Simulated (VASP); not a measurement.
A run of VASP 6.6.1 is set up as follows.

The input INCAR:

```
SYSTEM = YMg3
ALGO = Normal ; EDIFF = 1E-7
EDIFFG = -0.03 ; ENCUT = 600
GGA = PS ; IBRION = 2
ISIF = 3 ; ISMEAR = 1
LASPH = .TRUE. ; LCHARG = .FALSE.
LREAL = .FALSE. ; LWAVE = .FALSE.
NELM = 60 ; NSW = 60
PREC = Accurate ; SIGMA = 0.1
```

KPOINTS

```
k-points
0
G
  5 5 5
  0 0 0
```

Contents of POSCAR:

```
YMg3
1.0
    0.0000000000      3.6497825700      3.6497825700
    3.6497825700      0.0000000000      3.6497825700
    3.6497825700      3.6497825700      0.0000000000
Y Mg
1 3
Direct
    0.0000000000      0.0000000000      0.0000000000
    0.2500000000      0.2500000000      0.2500000000
    0.5000000000      0.5000000000      0.5000000000
    0.7500000000      0.7500000000      0.7500000000
```

Potentials or basis: VASP PAW PBE potentials, release 64 (Y_sv, Mg).

Run with:

```sh
$ cat potpaw_PBE.64/Y_sv/POTCAR potpaw_PBE.64/Mg/POTCAR > POTCAR
$ mpirun -np 1 vasp_std > vasp.out
```

(1) Estimate the relaxed volume.

(2) What does it give for the relaxed cell?

(3) Predict the space group after relaxing (to 0.05 Å).

## Answers

(1) 23.92 Å³/atom.

(2) a = 5.134 Å, b = 5.134 Å, c = 5.134 Å, α = 60.00°, β = 60.00°, γ = 60.00°.

(3) Fm-3m (No. 225).

Caveat: the PAW data sets were made with another functional, which shifts forces and pressure a little.
